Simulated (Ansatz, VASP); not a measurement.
## Zr in VASP and in Ansatz

INCAR

```
  ALGO = Normal
  EDIFF = 1E-6
  ENCUT = 520
  GGA = RE
  ISIF = 2
  ISMEAR = -1
  LASPH = True
  LCHARG = False
  LREAL = False
  LWAVE = False
  NBANDS = 19
  NELM = 60
  PREC = Accurate
  SIGMA = 0.1
```

The input KPOINTS:

```
k-points
0
Gamma
  10 10 10
```

File POSCAR:

```
Zr
1.0
    0.0000000000      3.2564725112      3.2564725112
    3.2564725112      0.0000000000      3.2564725112
    3.2564725112      3.2564725112      0.0000000000
Zr
2
Direct
    0.1250000000      0.1250000000      0.1250000000
    0.8750000000      0.8750000000      0.8750000000
```

Input for Ansatz:

```yaml
crystal:
  lattice:
    - [0.0, 3.2564725112, 3.2564725112]
    - [3.2564725112, 0.0, 3.2564725112]
    - [3.2564725112, 3.2564725112, 0.0]
  atoms:
    - { symbol: Zr, position: [0.125, 0.125, 0.125] }
    - { symbol: Zr, position: [0.875, 0.875, 0.875] }
hamiltonian:
  xc: revpbe
  pseudopotentials:
    kind: paw
    azcp:
      Zr: "pseudopotentials/Zr.paw.azcp"
basis:
  ecutwfc: 420
  fft_grid_basis: typed
kpoints:
  mp_grid: { grid: [10, 10, 10], shift: [0, 0, 0] }
magnetization:
  spin_polarized: false
scf:
  occupations: { method: fermi_dirac, width: 0.1 }
  lower_state_search: "off"
output:
  stress: true
  write_density: true
  write_potential: true
  elf: true
  volumetric_format: npy
```

Alike in both runs: task single point; functional revPBE; k mesh 10 × 10 × 10; occupations fermi-dirac, width 0.1 eV; no spin polarisation.

|  | VASP | Ansatz |
| --- | --- | --- |
| version | VASP 6.6.1 | Ansatz 0.2.0 |
| potentials or method | VASP PAW PBE potentials, release 64 (Zr_sv), cutoff 520 eV | plane waves (420 eV) with PAW, scalar-relativistic |
| valence electrons in the cell | 24 | 24 |

VASP gave:

| Item | Value |
| --- | --- |
| pressure (GPa) | -1.9 |

Problem. Which values does Ansatz return?

Solution. Pressure (GPa): -2.0.

VASP's potentials were made for PBE, not for revPBE. The functional is the same, so the differences come from potentials, cutoffs and numerics.
